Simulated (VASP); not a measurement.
Input of a VASP 6.6.1 run:

The input INCAR:

```
SYSTEM = LiH
ALGO = Normal
EDIFF = 1E-6
ENCUT = 520
GGA = PE
ISIF = 2
ISMEAR = 0
LASPH = .True.
LCHARG = .True.
LELF = .True.
LREAL = .False.
LVHAR = .True.
LWAVE = .False.
NBANDS = 9
NELM = 60
PREC = Accurate
SIGMA = 0.01
```

File KPOINTS:

```
k-points
0
Gamma
  8 8 8
  0 0 0
```

POSCAR

```
LiH
1.0
    0.0000000000      2.0029948411      2.0029948411
    2.0029948411      0.0000000000      2.0029948411
    2.0029948411      2.0029948411      0.0000000000
Li H
1 1
Direct
    0.0000000000      0.0000000000      0.0000000000
    0.5000000000      0.5000000000      0.5000000000
```

Potentials or basis: VASP PAW PBE potentials, release 64 (Li_sv, H).

Run with:

```bash
$ cat potpaw_PBE.64/Li_sv/POTCAR potpaw_PBE.64/H/POTCAR > POTCAR
$ mpirun -np 1 vasp_std > vasp.out
```

Q: What does it give for the band gap on the k mesh?

A: 2.98 eV, direct.

 Expect the measured gap to be larger: semilocal functionals such as PBE lack the derivative discontinuity.
